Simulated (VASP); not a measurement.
# Mn (P6/mmm) in VASP: further runs, part 2 of 2

VASP 6.6.1. Earlier steps stand in the parts before.

### 4 Single point, r2SCAN (10.07 Å³/atom)

This run uses another cell than the first one, of 10.07 Å³/atom.

POSCAR reads:

```
Mn
1.0
    3.8229376209      0.0000000000      0.0000000000
   -1.9114688104      3.3107610968      0.0000000000
    0.0000000000      0.0000000000      2.3863935568
Mn
3
Direct
    0.0000000000      0.0000000000      0.0000000000
    0.3333333333      0.6666666667      0.5000000000
    0.6666666667      0.3333333333      0.5000000000
```

INCAR.step1 reads:

```
ALGO     = Normal         # electronic algorithm
EDIFF    = 1E-4           # SCF threshold, eV
ENCUT    = 520            # plane-wave cutoff, eV
GGA      = PE             # functional
ISMEAR   = -1             # smearing method
LASPH    = True           # aspherical terms in the spheres
LCHARG   = False          # write CHGCAR
LREAL    = False          # projectors in reciprocal space
LWAVE    = True           # write WAVECAR
NBANDS   = 26             # bands
NELM     = 100            # most SCF steps
PREC     = Accurate       # precision mode
SIGMA    = 0.1            # smearing width, eV
```

INCAR.step2 reads:

```
ALGO     = Normal         # electronic algorithm
EDIFF    = 1E-6           # SCF threshold, eV
ENCUT    = 520            # plane-wave cutoff, eV
ISIF     = 2              # what is computed and relaxed
ISMEAR   = -1             # smearing method
ISTART   = 1            
LASPH    = True           # aspherical terms in the spheres
LCHARG   = False          # write CHGCAR
LMIXTAU  = True         
LREAL    = False          # projectors in reciprocal space
LWAVE    = False          # write WAVECAR
METAGGA  = R2SCAN         # meta-GGA
NBANDS   = 26             # bands
NELM     = 100            # most SCF steps
PREC     = Accurate       # precision mode
SIGMA    = 0.1            # smearing width, eV
```

KPOINTS reads:

```
k-points
0
Gamma
  11 11 15
```

Potentials or basis: VASP PAW PBE potentials, release 64 (Mn_pv).

Run with:

```sh
> cat potpaw_PBE.64/Mn_pv/POTCAR > POTCAR
> cp INCAR.step1 INCAR
> mpirun -np 1 vasp_std > vasp.out
> cp INCAR.step2 INCAR
> mpirun -np 1 vasp_std > vasp.out
```

OUTCAR:

```text
EDIFF = 1E-6
   ENCUT = 520
   ISIF = 2
   ISMEAR = -1
   ISTART = 1
   LASPH = True
   LREAL = False
   METAGGA = R2SCAN
   NELM = 100
   PREC = Accurate

 ion  position               nearest neighbor table
   1  0.000  0.000  0.000-   2 2.51   3 2.51   2 2.51   3 2.51   2 2.51   2 2.51   3 2.51   3 2.51
                             3 2.51   3 2.51   2 2.51   2 2.51
   2  0.333  0.667  0.500-   3 2.21   3 2.21   3 2.21   1 2.51   1 2.51   1 2.51   1 2.51   1 2.51
                             1 2.51
   3  0.667  0.333  0.500-   2 2.21   2 2.21   2 2.21   1 2.51   1 2.51   1 2.51   1 2.51   1 2.51
                             1 2.51

  LATTYP: Found a hexagonal cell.
 ALAT       =     3.8229376209
 C/A-ratio  =     0.6242303154

  Lattice vectors:

 A1 = (   3.8229376209,   0.0000000000,   0.0000000000)
 A2 = (  -1.9114688104,   3.3107610968,   0.0000000000)
 A3 = (   0.0000000000,   0.0000000000,   2.3863935568)

Analysis of symmetry for initial positions (statically):
=====================================================================
 Subroutine PRICEL returns:
 Original cell was already a primitive cell.

 Routine SETGRP: Setting up the symmetry group for a
 hexagonal supercell.

 Subroutine GETGRP returns: Found 24 space group operations
 (whereof 24 operations were pure point group operations)
 out of a pool of 24 trial point group operations.

The static configuration has the point symmetry D_6h.

Analysis of symmetry for dynamics (positions and initial velocities):
=====================================================================
 Subroutine PRICEL returns:
 Original cell was already a primitive cell.

 Routine SETGRP: Setting up the symmetry group for a
 hexagonal supercell.

 Subroutine GETGRP returns: Found 24 space group operations
 (whereof 24 operations were pure point group operations)
 out of a pool of 24 trial point group operations.

The dynamic configuration has the point symmetry D_6h.

 Subroutine INISYM returns: Found 24 space group operations
 (whereof 24 operations are pure point group operations),
 and found     1 'primitive' translations

----------------------------------------------------------------------------------------

                                     Primitive cell

  volume of cell :      30.2042

  direct lattice vectors                    reciprocal lattice vectors
     3.822937621  0.000000000  0.000000000     0.261578948  0.151022676  0.000000000
    -1.911468810  3.310761097  0.000000000     0.000000000  0.302045352  0.000000000
     0.000000000  0.000000000  2.386393557     0.000000000  0.000000000  0.419042365

  length of vectors
     3.822937621  3.822937621  2.386393557     0.302045352  0.302045352  0.419042365

  position of ions in fractional coordinates (direct lattice)
     0.000000000  0.000000000  0.000000000
     0.333333333  0.666666667  0.500000000
     0.666666667  0.333333333  0.500000000

  ion indices of the primitive-cell ions
   primitive index   ion index
                 1           1
                 2           2
                 3           3

----------------------------------------------------------------------------------------

 KPOINTS: k-points

Automatic generation of k-mesh.
 Grid dimensions read from file:
 generate k-points for:   11   11   15

 Generating k-lattice:

  Cartesian coordinates                     Fractional coordinates (reciprocal lattice)
     0.023779904  0.013729334  0.000000000     0.090909091  0.000000000  0.000000000
     0.000000000  0.027458668  0.000000000     0.000000000  0.090909091  0.000000000
     0.000000000  0.000000000  0.027936158     0.000000000  0.000000000  0.066666667

  Length of vectors
     0.027458668  0.027458668  0.027936158

  Shift w.r.t. Gamma in fractional coordinates (k-lattice)
     0.000000000  0.000000000  0.000000000

 Subroutine IBZKPT returns following result:
 ===========================================

 Found    128 irreducible k-points:

 Following reciprocal coordinates:
            Coordinates               Weight
  0.000000  0.000000  0.000000      1.000000
  0.090909  0.000000  0.000000      6.000000
  0.181818  0.000000  0.000000      6.000000
  0.272727  0.000000  0.000000      6.000000
  0.363636  0.000000  0.000000      6.000000
  0.454545  0.000000  0.000000      6.000000
[... 16 lines left out ...]
  0.090909  0.090909  0.066667     12.000000
  0.181818  0.090909  0.066667     24.000000
 [... further k-points ...]
   k-points           NKPTS =    128   k-points in BZ     NKDIM =    128   number of bands    NBANDS=     26
   number of dos      NEDOS =    301   number of ions     NIONS =      3
   total plane-waves  NPLWV =  14112
   dimension x,y,z NGX =    28 NGY =   28 NGZ =   18
   dimension x,y,z NGXF=    56 NGYF=   56 NGZF=   36
   ions per type =               3
   NGX,Y,Z   is equivalent  to a cutoff of  12.18, 12.18, 12.54 a.u.
   NGXF,Y,Z  is equivalent  to a cutoff of  24.35, 24.35, 25.08 a.u.
 SYSTEM =  unknown system
   PREC   = accura    normal or accurate (medium, high low for compatibility)
   ISTART =      1    job   : 0-new  1-cont  2-samecut
   ICHARG =      0    charge: 1-file 2-atom 10-const
   ISPIN  =      1    spin polarized calculation?
   LNONCOLLINEAR =      F non collinear calculations
   LSORBIT =      F    spin-orbit coupling
   LASPH  =      T    aspherical Exc in radial PAW
   ENCUT  =  520.0 eV  38.22 Ry    6.18 a.u.   7.11  7.11  4.44*2*pi/ulx,y,z
   NELM   =    100;   NELMIN=  2; NELMDL=  0     # of ELM steps
   EDIFF  = 0.1E-05   stopping-criterion for ELM
   LREAL  =      F    real-space projection
[... 7 lines left out ...]
   TEBEG  =    0.0;   TEEND  =   0.0 temperature during run
   PSTRESS=    0.0 pullay stress
   NELECT =      39.0000    total number of electrons
   NUPDOWN=      -1.0000    fix difference up-down
   EMIN   =  10.00;   EMAX   =-10.00  energy-range for DOS
   EFERMI =   0.00;   METHOD = LEGACY
   ISMEAR =    -1;   SIGMA  =   0.10  broadening in eV -4-tet -1-fermi 0-gaus
   EFERMI_NEDOS =   21; number of points for ismear=-14 and -15
   IALGO  =     38    algorithm
   IMIX   =      4    mixing-type and parameters
     AMIX     =   0.40;   BMIX     =  1.00
     AMIX_MAG =   1.60;   BMIX_MAG =  1.00
  volume/ion in A,a.u.               =      10.07        67.94
  Fermi-wavevector in a.u.,A,eV,Ry     =   1.782682  3.368781 43.238727  3.177957
  Thomas-Fermi vector in A             =   2.847022
   LORBIT       =      0    0 simple, 1 ext, 2 COOP (PROOUT), +10 PAW based schemes
   METAGGA = R2SCAN    functional components
   LHFCALC =     F    Hartree Fock is set to
   AEXX    =    0.0000 exact exchange contribution
   IVDW    =     0    specifies the selected vdW correction
   LEPSILON=     F    determine dielectric tensor
   LRPA    =     F    only Hartree local field effects (RPA)
 non-spin polarized calculation
  energy-cutoff  :      520.00
  volume of cell :       30.20
 maximum number of plane-waves:       828
   NGX = 15   NGY = 15   NGZ =  9

 number of electron      39.0000009 magnetization

 Free energy of the ion-electron system (eV)
  ---------------------------------------------------
  ext. energy  EPLUGINS =         0.00000000
  ---------------------------------------------------
  free energy    TOTEN  =       -42.70463151 eV

  energy without entropy =      -42.60330414  energy(sigma->0) =      -42.65396782

 E-fermi :  11.2925     XC(G=0): -15.8387

 val. band max:       11.2862198385   @ k =   0.0000   0.0000   0.0000
 cond. band min:      11.2956736719   @ k =   0.1818   0.0909   0.0000
 fundamental gap:      0.0094538334
 Fermi energy:        11.2924957571

 k-point     1 :       0.0000    0.0000    0.0000
  band No.  band energies     occupation
      1     -38.8838      2.00000
      2     -38.8836      2.00000
      3     -38.4676      2.00000
      4     -38.4674      2.00000
      5     -38.2880      2.00000
      6     -38.0606      2.00000
[... 18 lines left out ...]
     25      13.5503      0.00000
     26      20.8085      0.00000

 k-point     2 :       0.0909    0.0000    0.0000
  band No.  band energies     occupation
      1     -38.9054      2.00000
      2     -38.8880      2.00000
      3     -38.4405      2.00000
      4     -38.4353      2.00000
      5     -38.2824      2.00000
      6     -38.0637      2.00000
[... 18 lines left out ...]
     25      13.5331      0.00000
[... 608 lines left out ...]
     25      13.4552      0.00000
     26      18.0258      0.00000

 k-point    24 :       0.1818    0.0909    0.0667
  band No.  band energies     occupation
      1     -38.9739      2.00000
      2     -38.8764      2.00000
      3     -38.3210      2.00000
      4     -38.3124      2.00000
      5     -38.2596      2.00000
      6     -38.1236      2.00000
[... 18 lines left out ...]
     25      13.3917      0.00000
     26      16.4384      0.00000

 [... further k-points ...]
[... 5 lines left out ...]
  --------------------------------------------------------------------------------------
  -------------------------------------------------------------------------------------
  Total        2.6055973      2.6055973      2.5991732      0.0000000      0.0000000      0.0000000
  in kB      138.2135927    138.2135927    137.8728263      0.0000000      0.0000000      0.0000000
  external PRESSURE =     138.1000039 kB  Pullay stress =       0.0000000 kB

 VOLUME and BASIS-vectors are now :
 -----------------------------------------------------------------------------
  energy-cutoff  :      520.00
  volume of cell :       30.20
      direct lattice vectors                 reciprocal lattice vectors
     3.822937621  0.000000000  0.000000000     0.261578948  0.151022676  0.000000000
    -1.911468810  3.310761097  0.000000000     0.000000000  0.302045352  0.000000000
     0.000000000  0.000000000  2.386393557     0.000000000  0.000000000  0.419042365

 POSITION                                       TOTAL-FORCE (eV/Angst)
 -----------------------------------------------------------------------------------
      0.00000      0.00000      0.00000        -0.000000      0.000000      0.000000
     -0.00000      2.20717      1.19320        -0.000000     -0.000000      0.000000
      1.91147      1.10359      1.19320         0.000000      0.000000      0.000000
 -----------------------------------------------------------------------------------
    total drift:                               -0.000000      0.000000     -0.000000

  FREE ENERGIE OF THE ION-ELECTRON SYSTEM (eV)
  ---------------------------------------------------
  free  energy   TOTEN  =       -42.7046315068 eV

  energy  without entropy=      -42.6033041412  energy(sigma->0) =      -42.65396782
```

Run time: 6.5 min. Hardware: 1 thread of Intel Xeon 8259CL, shared host; peak memory 0.2 GiB.

Results:

```
Free energy            : -42.7046 eV
Pressure               : 13.8 GPa
Band gap on the k mesh : zero (an odd number of electrons rules out a gap without spin polarisation)
```

Levels at points of the mesh, in eV from the Fermi level:
```csv
k point,band 17,band 18,band 19,band 20,band 21,band 22
"(0.00, 0.00, 0.00)",-1.33,-0.64,-0.63,-0.01,-0.01,0.07
```

Caveat: the cell stands under pressure; the PAW data sets were made with another functional, which shifts forces and pressure a little; the run has no spin polarisation, though such a crystal can be magnetic.

### 5 Summary

```csv
cell,gap on the mesh (eV),pressure (GPa)
"a = 3.714, b = 3.714, c = 2.318 Å, angles 90.0, 90.0, 120.0°, 3 atoms",none,51.3
"a = 3.769, b = 3.769, c = 2.353 Å, angles 90.0, 90.0, 120.0°, 3 atoms",none,30.5
"a = 3.823, b = 3.823, c = 2.386 Å, angles 90.0, 90.0, 120.0°, 3 atoms",none,13.8
```

Alike in all rows: task single point; level r2SCAN; potentials or basis VASP PAW PBE potentials, release 64 (Mn_pv); no spin polarisation; k mesh 11 × 11 × 15; cutoff (eV) 520; smearing fermi-dirac 0.1 eV.

Caveats: the cell stands under pressure; the PAW data sets were made with another functional, which shifts forces and pressure a little; the run has no spin polarisation, though such a crystal can be magnetic.

Total energies depend on the potentials used, so only differences within one code and one set of settings carry meaning.
